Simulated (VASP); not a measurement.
**PbS (zincblende type): relaxation of cell and atoms with LDA**

The system is PbS (zincblende type).

```
Pb S
1.0
     0.00000    3.10723    3.10723
     3.10723    0.00000    3.10723
     3.10723    3.10723    0.00000
Pb S
1 1
Direct
  0.00000 0.00000 0.00000
  0.25000 0.25000 0.25000
```

| Property | Result |
| --- | --- |
| Program | VASP 6.6.1 |
| Task | relaxation of cell and atoms |
| Functional | LDA |
| Potentials or basis | VASP PAW LDA potentials, release 64 (Pb_d, S) |
| Cutoff | 600 eV |
| k mesh | 12 × 12 × 12 |
| Occupations | fermi-dirac, width 0.1 eV |
| Spin | no spin polarisation |
| Dipole correction | no |
| Further INCAR settings | ALGO = Normal; EDIFF = 1e-06; IBRION = 2; EDIFFG = -0.005; NSW = 60; ISIF = 3 |

| Property | Result |
| --- | --- |
| Relaxed volume | 33.96 Å³/atom |
| Relaxed cell | a = 4.580 Å, b = 4.580 Å, c = 4.580 Å, α = 60.00°, β = 60.00°, γ = 60.00° |
| Space group after relaxing (to 0.1 Å) | F-43m (No. 216) |
| Energy gained by relaxing | 74.4 meV/atom |
| Ionic steps | 5 |
| Pressure after relaxing | 0.0 GPa |
| Band gap on the k mesh | 0.45 eV (least direct gap 1.01 eV) |

Step by step:
| step | energy change (eV) | largest force (eV/Å) | pressure (GPa) | volume (Å³) |
| --- | --- | --- | --- | --- |
| 1 | 0.0000 | 0.0000 | 6.65 | 60.00 |
| 2 | -0.1263 | 0.0000 | -1.93 | 71.48 |
| 3 | -0.1488 | 0.0000 | 0.03 | 67.90 |
| 4 | -0.1488 | 0.0000 | -0.07 | 68.06 |
| 5 | -0.1488 | 0.0000 | -0.02 | 67.93 |

Final structure:
```
CELL_PARAMETERS angstrom
0.00000 3.23847 3.23847
3.23847 0.00000 3.23847
3.23847 3.23847 0.00000
ATOMIC_POSITIONS crystal
Pb 0.00000 0.00000 0.00000
S 0.25000 0.25000 0.25000
```

Levels at points of the mesh, in eV from the valence-band top:
| k point | band 8 | band 9 | band 10 | band 11 | band 12 | band 13 |
| --- | --- | --- | --- | --- | --- | --- |
| (0.00, 0.00, 0.00) | -1.93 | -1.93 | -1.93 | 2.31 | 2.31 | 2.31 |
| (0.50, 0.00, 0.00) | -2.50 | -2.50 | -2.14 | 3.06 | 3.06 | 3.54 |
| (0.50, 0.50, 0.00) | -3.27 | -3.27 | -0.56 | 0.45 | 5.17 | 5.17 |

Wall time 4.1 min on 1 thread of Intel Xeon 8259CL, with other jobs on the host, peak memory 0.24 GiB.

Caveat: spin-orbit coupling is left out, which moves the levels of the heavy elements. A k mesh can miss the band edges.
